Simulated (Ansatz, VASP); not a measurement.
## Two plane-wave programs on C

Contents of INCAR:

```
ALGO = Normal ; EDIFF = 1E-6
ENCUT = 520 ; GGA = PE
ISIF = 2 ; ISMEAR = 0
IVDW = 12 ; LASPH = T
LCHARG = F ; LREAL = F
LWAVE = F ; NBANDS = 11
NELM = 100 ; PREC = Accurate
SIGMA = 0.03
```

The input KPOINTS:

```
k-points
0
Gamma
  18 18 18
```

Contents of POSCAR:

```
C
1.0
    0.0000000000      2.0975547276      3.4952306274
    1.2681005555      0.0000000000      3.4952306274
    1.2681005555      2.0975547276      0.0000000000
C
2
Direct
    0.1666966007      0.8333033993      0.1666966007
    0.8333033993      0.1666966007      0.8333033993
```

Input for Ansatz:

```yaml
crystal:
  lattice:
    - [0.0, 2.0975547276, 3.4952306274]
    - [1.2681005555, 0.0, 3.4952306274]
    - [1.2681005555, 2.0975547276, 0.0]
  atoms:
    - { symbol: C, position: [0.1666966007, 0.8333033993, 0.1666966007] }
    - { symbol: C, position: [0.8333033993, 0.1666966007, 0.8333033993] }
basis:
  ecutwfc: 520.0
kpoints:
  mp_grid: { grid: [18, 18, 18] }
hamiltonian:
  xc: pbe
  pseudopotentials: { kind: paw, azcp: { folder: soft_1 } }
  dispersion: d3bj
scf:
  occupations: { method: gaussian, width: 0.03 }
output:
  forces: true
  stress: true
  eigenvalues: true
  write_density: true
  write_potential: true
  elf: true
  volumetric_format: npy
```

Change from the starting cell: volume 9.297 Å^3 an atom, stretch along b over the lengths across it, relative to the relaxed cell 0.9555.

Alike in both runs: task single point; functional PBE; dispersion D3(BJ); k mesh 18 × 18 × 18; occupations gaussian, width 0.03 eV; no spin polarisation.

```csv
,VASP,Ansatz
version,VASP 6.6.1,Ansatz 0.2.0
potentials or method,"VASP PAW PBE potentials, release 64 (C), cutoff 520 eV","scalar-relativistic, plane waves, PAW"
valence electrons in the cell,8,8
```

|  | VASP | Ansatz | Ansatz less VASP |
| --- | --- | --- | --- |
| gap on the k mesh at the Fermi level (eV) | 0.03 | 0.03 | 0.000 |
| least direct gap on the mesh (eV) | 0.05 | 0.05 | -0.001 |
| pressure (GPa) | -3.7 | -4.1 | -0.42 |
| traceless stress, the component that is largest in VASP (GPa) | -20.91 | -21.10 | -0.196 |
| rms of the force components (eV/Å) | 0.294 | 0.289 | -0.0048 |

Atom by atom the forces differ by 0.005 eV/Å (rms over components).
